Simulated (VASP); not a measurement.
# O (Fm-3m) in VASP: single point with PBEsol

Aim: the single point of O with PBEsol.

Everything below comes from runs of VASP 6.6.1. Logs are shortened: lines on timing, memory, paths and dates and some standing lists are left out, and cuts for length are marked.

## 1. The cell of the first run

Symmetry: Fm-3m, No. 225, cubic system. The conventional cell has a = 3.111 Å, b = 3.111 Å, c = 3.111 Å, α = 90.00°, β = 90.00°, γ = 90.00°. O (site symmetry m-3m) has 12 O at 2.20 Å within 2.9 Å.

## 2. Single point, PBEsol

INCAR

```
SYSTEM = O
PREC = Accurate
ENCUT = 520
EDIFF = 1E-7
ISMEAR = -1
SIGMA = 0.13605693000000002
LREAL = .FALSE.
LASPH = .TRUE.
NELM = 100
ALGO = Normal
ISIF = 2
LWAVE = .FALSE.
LCHARG = .FALSE.
GGA = PS
NBANDS = 9
```

KPOINTS

```
regular mesh
0
G
  18 18 18
  0 0 0
```

POSCAR

```
O
1.0
    0.0000000000      1.5552716791      1.5552716791
    1.5552716791      0.0000000000      1.5552716791
    1.5552716791      1.5552716791      0.0000000000
O
1
Direct
    0.0000000000      0.0000000000      0.0000000000
```

Potentials or basis: VASP PAW PBE potentials, release 64 (O).

Started as:

```bash
> cat potpaw_PBE.64/O/POTCAR > POTCAR
> mpirun -np 1 vasp_std > vasp.out
```

OUTCAR:

```text
SYSTEM = O
   PREC = Accurate
   ENCUT = 520
   EDIFF = 1E-7
   ISMEAR = -1
   LREAL = .FALSE.
   LASPH = .TRUE.
   NELM = 100
   ISIF = 2
   GGA = PS

 ion  position               nearest neighbor table
   1  0.000  0.000  0.000-

  LATTYP: Found a face centered cubic cell.
 ALAT       =     3.1105433582

  Lattice vectors:

 A1 = (   0.0000000000,   1.5552716791,   1.5552716791)
 A2 = (   1.5552716791,   0.0000000000,   1.5552716791)
 A3 = (   1.5552716791,   1.5552716791,   0.0000000000)

Analysis of symmetry for initial positions (statically):
=====================================================================
 Subroutine PRICEL returns:
 Original cell was already a primitive cell.

 Routine SETGRP: Setting up the symmetry group for a
 face centered cubic supercell.

 Subroutine GETGRP returns: Found 48 space group operations
 (whereof 48 operations were pure point group operations)
 out of a pool of 48 trial point group operations.

The static configuration has the point symmetry O_h .

Analysis of symmetry for dynamics (positions and initial velocities):
=====================================================================
 Subroutine PRICEL returns:
 Original cell was already a primitive cell.

 Routine SETGRP: Setting up the symmetry group for a
 face centered cubic supercell.

 Subroutine GETGRP returns: Found 48 space group operations
 (whereof 48 operations were pure point group operations)
 out of a pool of 48 trial point group operations.

The dynamic configuration has the point symmetry O_h .

 Subroutine INISYM returns: Found 48 space group operations
 (whereof 48 operations are pure point group operations),
 and found     1 'primitive' translations

----------------------------------------------------------------------------------------

                                     Primitive cell

  volume of cell :       7.5240

  direct lattice vectors                    reciprocal lattice vectors
     0.000000000  1.555271679  1.555271679    -0.321487240  0.321487240  0.321487240
     1.555271679  0.000000000  1.555271679     0.321487240 -0.321487240  0.321487240
     1.555271679  1.555271679  0.000000000     0.321487240  0.321487240 -0.321487240

  length of vectors
     2.199486302  2.199486302  2.199486302     0.556832234  0.556832234  0.556832234

  position of ions in fractional coordinates (direct lattice)
     0.000000000  0.000000000  0.000000000

  ion indices of the primitive-cell ions
   primitive index   ion index
                 1           1

----------------------------------------------------------------------------------------

 KPOINTS: regular mesh

Automatic generation of k-mesh.
 Grid dimensions read from file:
 generate k-points for:   18   18   18

 Generating k-lattice:

  Cartesian coordinates                     Fractional coordinates (reciprocal lattice)
    -0.017860402  0.017860402  0.017860402     0.055555556  0.000000000  0.000000000
     0.017860402 -0.017860402  0.017860402     0.000000000  0.055555556  0.000000000
     0.017860402  0.017860402 -0.017860402     0.000000000  0.000000000  0.055555556

  Length of vectors
     0.030935124  0.030935124  0.030935124

  Shift w.r.t. Gamma in fractional coordinates (k-lattice)
     0.000000000  0.000000000  0.000000000

 Subroutine IBZKPT returns following result:
 ===========================================

 Found    195 irreducible k-points:

 Following reciprocal coordinates:
            Coordinates               Weight
  0.000000  0.000000  0.000000      1.000000
  0.055556  0.000000  0.000000      8.000000
  0.111111  0.000000  0.000000      8.000000
  0.166667  0.000000  0.000000      8.000000
  0.222222  0.000000  0.000000      8.000000
  0.277778  0.000000  0.000000      8.000000
[... 16 lines left out ...]
 -0.277778  0.055556  0.000000     24.000000
 -0.222222  0.055556  0.000000     24.000000
 [... further k-points ...]
   k-points           NKPTS =    195   k-points in BZ     NKDIM =    195   number of bands    NBANDS=      9
   number of dos      NEDOS =    301   number of ions     NIONS =      1
   total plane-waves  NPLWV =   4096
   dimension x,y,z NGX =    16 NGY =   16 NGZ =   16
   dimension x,y,z NGXF=    32 NGYF=   32 NGZF=   32
   ions per type =               1
   NGX,Y,Z   is equivalent  to a cutoff of  12.09, 12.09, 12.09 a.u.
   NGXF,Y,Z  is equivalent  to a cutoff of  24.19, 24.19, 24.19 a.u.
 SYSTEM =  O
   PREC   = accura    normal or accurate (medium, high low for compatibility)
   ISTART =      0    job   : 0-new  1-cont  2-samecut
   ICHARG =      2    charge: 1-file 2-atom 10-const
   ISPIN  =      1    spin polarized calculation?
   LNONCOLLINEAR =      F non collinear calculations
   LSORBIT =      F    spin-orbit coupling
   LASPH  =      T    aspherical Exc in radial PAW
   ENCUT  =  520.0 eV  38.22 Ry    6.18 a.u.   4.09  4.09  4.09*2*pi/ulx,y,z
   NELM   =    100;   NELMIN=  2; NELMDL= -5     # of ELM steps
   EDIFF  = 0.1E-06   stopping-criterion for ELM
   LREAL  =      F    real-space projection
   EDIFFG = 0.1E-05   stopping-criterion for IOM
   NSW    =      0    number of steps for IOM
   IBRION =     -1    ionic relax: 0-MD 1-quasi-New 2-CG
   NFREE  =      0    steps in history (QN), initial steepest desc. (CG)
   ISIF   =      2    stress and relaxation
   ISYM   =      2    0-nonsym 1-usesym 2-fastsym
   POTIM  = 0.5000    time-step for ionic-motion
   TEBEG  =    0.0;   TEEND  =   0.0 temperature during run
   PSTRESS=    0.0 pullay stress
   NELECT =       6.0000    total number of electrons
   NUPDOWN=      -1.0000    fix difference up-down
   EMIN   =  10.00;   EMAX   =-10.00  energy-range for DOS
   EFERMI =   0.00;   METHOD = LEGACY
   ISMEAR =    -1;   SIGMA  =   0.14  broadening in eV -4-tet -1-fermi 0-gaus
   EFERMI_NEDOS =   21; number of points for ismear=-14 and -15
   IALGO  =     38    algorithm
   IMIX   =      4    mixing-type and parameters
     AMIX     =   0.40;   BMIX     =  1.00
     AMIX_MAG =   1.60;   BMIX_MAG =  1.00
  volume/ion in A,a.u.               =       7.52        50.77
  Fermi-wavevector in a.u.,A,eV,Ry     =   1.518130  2.868850 31.357605  2.304719
  Thomas-Fermi vector in A             =   2.627292
   LORBIT       =      0    0 simple, 1 ext, 2 COOP (PROOUT), +10 PAW based schemes
   GGA     = PS    functional components
   LHFCALC =     F    Hartree Fock is set to
   AEXX    =    0.0000 exact exchange contribution
   IVDW    =     0    specifies the selected vdW correction
   LEPSILON=     F    determine dielectric tensor
   LRPA    =     F    only Hartree local field effects (RPA)
 non-spin polarized calculation
  energy-cutoff  :      520.00
  volume of cell :        7.52
 maximum number of plane-waves:       212
   NGX =  9   NGY =  9   NGZ =  9

 number of electron       5.9999995 magnetization

 Free energy of the ion-electron system (eV)
  ---------------------------------------------------
  ext. energy  EPLUGINS =         0.00000000
  ---------------------------------------------------
  free energy    TOTEN  =        -2.68325148 eV

  energy without entropy =       -2.61547591  energy(sigma->0) =       -2.64936370

 E-fermi :   2.6206     XC(G=0): -12.7256

 val. band max:        2.6001934804   @ k =   0.3333   0.2778   0.0000
 cond. band min:       2.6225829830   @ k =   0.4444   0.3333   0.1111
 fundamental gap:      0.0223895027
 Fermi energy:         2.6205771506

 k-point     1 :       0.0000    0.0000    0.0000
  band No.  band energies     occupation
      1     -19.1133      2.00000
      2       4.6546      0.00000
      3       4.6547      0.00000
      4       4.6547      0.00000
      5      21.7086      0.00000
      6      37.6967      0.00000
      7      37.6967      0.00000
      8      37.6967      0.00000
      9      42.3742      0.00000

 k-point     2 :       0.0556    0.0000    0.0000
  band No.  band energies     occupation
      1     -19.0170      2.00000
      2       4.3880      0.00000
      3       4.6262      0.00000
      4       4.6262      0.00000
      5      21.8742      0.00000
      6      36.3491      0.00000
      7      37.8115      0.00000
      8      37.8115      0.00000
      9      43.8886      0.00000

 k-point     3 :       0.1111    0.0000    0.0000
  band No.  band energies     occupation
      1     -18.7313      2.00000
      2       3.6280      0.00122
      3       4.5453      0.00000
      4       4.5453      0.00000
      5      22.3290      0.00000
      6      34.1736      0.00000
      7      38.0739      0.00000
      8      38.0739      0.00000
      9      45.6831      0.00000

 k-point     4 :       0.1667    0.0000    0.0000
  band No.  band energies     occupation
      1     -18.2656      2.00000
      2       2.4769      1.48385
      3       4.4236      0.00000
      4       4.4236      0.00000
      5      22.9627      0.00000
      6      32.1877      0.00000
      7      38.2113      0.00000
      8      38.2113      0.00000
      9      44.9563      0.00000
[... 205 lines left out ...]
 k-point    22 :      -0.3333    0.0556    0.0000
  band No.  band energies     occupation
      1     -15.6892      2.00000
      2      -2.4343      2.00000
      3       3.6162      0.00133
      4       4.0300      0.00006
      5      24.7574      0.00000
      6      28.4170      0.00000
      7      35.0624      0.00000
      8      36.2920      0.00000
      9      43.1599      0.00000

 k-point    23 :      -0.2778    0.0556    0.0000
  band No.  band energies     occupation
      1     -16.5280      2.00000
      2      -0.9650      2.00000
      3       3.7314      0.00057
      4       4.1871      0.00002
      5      24.4614      0.00000
      6      29.0582      0.00000
      7      35.6959      0.00000
      8      37.1099      0.00000
      9      43.8006      0.00000

 k-point    24 :      -0.2222    0.0556    0.0000
  band No.  band energies     occupation
      1     -17.3175      2.00000
      2       0.5586      2.00000
      3       3.8871      0.00018
      4       4.3448      0.00001
      5      23.9452      0.00000
      6      30.0728      0.00000
      7      36.4682      0.00000
      8      38.0280      0.00000
      9      43.7245      0.00000

 [... further k-points ...]
[... 5 lines left out ...]
  --------------------------------------------------------------------------------------
  -------------------------------------------------------------------------------------
  Total       -0.0127189     -0.0127189     -0.0127189      0.0000000      0.0000000     -0.0000000
  in kB       -2.7083903     -2.7083903     -2.7083903      0.0000000      0.0000000     -0.0000000
  external PRESSURE =      -2.7083903 kB  Pullay stress =       0.0000000 kB

 VOLUME and BASIS-vectors are now :
 -----------------------------------------------------------------------------
  energy-cutoff  :      520.00
  volume of cell :        7.52
      direct lattice vectors                 reciprocal lattice vectors
     0.000000000  1.555271679  1.555271679    -0.321487240  0.321487240  0.321487240
     1.555271679  0.000000000  1.555271679     0.321487240 -0.321487240  0.321487240
     1.555271679  1.555271679  0.000000000     0.321487240  0.321487240 -0.321487240

 POSITION                                       TOTAL-FORCE (eV/Angst)
 -----------------------------------------------------------------------------------
      0.00000      0.00000      0.00000         0.000000     -0.000000     -0.000000
 -----------------------------------------------------------------------------------
    total drift:                                0.000000      0.000000     -0.000000

  FREE ENERGIE OF THE ION-ELECTRON SYSTEM (eV)
  ---------------------------------------------------
  free  energy   TOTEN  =        -2.6832514815 eV

  energy  without entropy=       -2.6154759128  energy(sigma->0) =       -2.64936370
```

Run time: 7.8 s. Hardware: 1 thread of Intel Xeon 8259CL, shared host; peak memory 0.12 GiB.

Results:

```yaml
Free_energy: -2.6833 eV
Pressure: -0.3 GPa
Band_gap_on_the_k_mesh: zero (band 3 reaches 4.65 eV, above the bottom of band 4 at 0.93 eV)
```

Caveat: the PAW data sets were made with another functional, which shifts forces and pressure a little.
